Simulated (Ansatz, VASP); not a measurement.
## One calculation of CaSe, two programs

Contents of INCAR:

```
SYSTEM = CaSe
ALGO     = Normal         ! electronic algorithm
EDIFF    = 1E-6           ! SCF threshold, eV
ENCUT    = 520            ! plane-wave cutoff, eV
GGA      = PE             ! functional
ISIF     = 2              ! what is computed and relaxed
ISMEAR   = -1             ! smearing method
LASPH    = .True.         ! aspherical terms in the spheres
LCHARG   = .True.         ! write CHGCAR
LELF     = .True.         ! ELF
LREAL    = .False.        ! projectors in reciprocal space
LVHAR    = .True.       
LWAVE    = .False.        ! write WAVECAR
NBANDS   = 15             ! bands
NELM     = 80             ! most SCF steps
PREC     = Accurate       ! precision mode
SIGMA    = 0.02           ! smearing width, eV
```

Contents of KPOINTS:

```
k-points
0
Gamma
  8 8 8
  0 0 0
```

The input POSCAR:

```
CaSe
1.0
    0.0000000000      2.9479449044      2.9741557283
    2.9479449044      0.0000000000      2.9741557283
    2.9479449044      2.9479449044      0.0000000000
Ca Se
1 1
Direct
    0.0000000000      0.0000000000      0.0000000000
    0.5000000000      0.5000000000      0.5000000000
```

Input for Ansatz:

```yaml
crystal:
  lattice:
    - [0.0, 2.9479449044, 2.9741557283]
    - [2.9479449044, 0.0, 2.9741557283]
    - [2.9479449044, 2.9479449044, 0.0]
  atoms:
    - { symbol: Ca, position: [0.0, 0.0, 0.0] }
    - { symbol: Se, position: [0.5, 0.5, 0.5] }
kpoints:
  mp_grid: { grid: [8, 8, 8] }
  band_path:
    path:
      - [0.0, 0.0, 0.0]
      - [0.5, 0.0, 0.5]
      - [0.625, 0.25, 0.625]
      - [0.375, 0.375, 0.75]
      - [0.5, 0.5, 0.5]
      - [0.5, 0.25, 0.75]
      - [0.0, 0.5, 0.5]
    npoints: 1
hamiltonian:
  xc: pbe
scf:
  occupations: { method: fermi_dirac, width: 0.02 }
  n_extra_bands: 4
output:
  forces: true
  stress: true
  eigenvalues: true
```

Change from the starting cell: epitaxial_xy strain -0.7%.

Alike in both runs: task single point; functional PBE; k mesh 8 × 8 × 8; occupations fermi-dirac, width 0.02 eV; no spin polarisation.

|  | VASP | Ansatz |
| --- | --- | --- |
| version | VASP 6.6.1 | Ansatz 0.2.0 |
| potentials or method | VASP PAW PBE potentials, release 64 (Ca_sv, Se) | plane waves, PAW |
| plane-wave cutoff (eV) | 520 | 420 |
| valence electrons in the cell | 16 | 26 |

|  | VASP | Ansatz | Ansatz less VASP |
| --- | --- | --- | --- |
| gap on the k mesh at the Fermi level (eV) | 2.02 | 2.03 | +0.010 |
| pressure (GPa) | 1.3 | 1.1 | -0.18 |
| traceless stress, the component that is largest in VASP (GPa) | -0.56 | -0.55 | +0.010 |

VASP's potentials hold 16 valence electrons a cell and Ansatz's 26, so a difference there can come from the potentials and not from the codes.
